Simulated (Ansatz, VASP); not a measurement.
# Ir: VASP beside Ansatz

```xyz
8
Lattice="4.9670 0.0000 0.0000 0.0000 4.9670 0.0000 0.0000 0.0000 4.9670" Properties=species:S:1:pos:R:3 pbc="T T T"
Ir    4.9670    4.9670    0.0000
Ir    2.4835    2.4835    2.4835
Ir    1.2418    0.0000    2.4835
Ir    3.7253    4.9670    2.4835
Ir    2.4835    1.2418    4.9670
Ir    2.4835    3.7253    0.0000
Ir    0.0000    2.4835    1.2418
Ir    0.0000    2.4835    3.7253
```

Alike in both runs: functional RPBE; k mesh 5 × 5 × 5; occupations fermi-dirac, width 0.1 eV; no spin polarisation.

Ansatz relaxed the structure, and its values are those at the end. VASP's run is a single point on that final structure, the one shown.

```csv
,VASP,Ansatz
version,VASP 6.6.1,Ansatz 0.2.0
potentials or method,"VASP PAW PBE potentials, release 64 (Ir), cutoff 520 eV","plane waves (420 eV) with PAW, scalar-relativistic"
valence electrons in the cell,72,136
```

```tsv
	VASP	Ansatz	Ansatz less VASP
pressure (GPa)	0.3	0.0	-0.33
```

VASP's potentials were made for PBE, not for RPBE. The functional is the same, so the differences come from potentials, cutoffs and numerics. VASP's potentials hold 72 valence electrons a cell and Ansatz's 136, so a difference there can come from the potentials and not from the codes.

Neither program's run includes spin-orbit coupling.
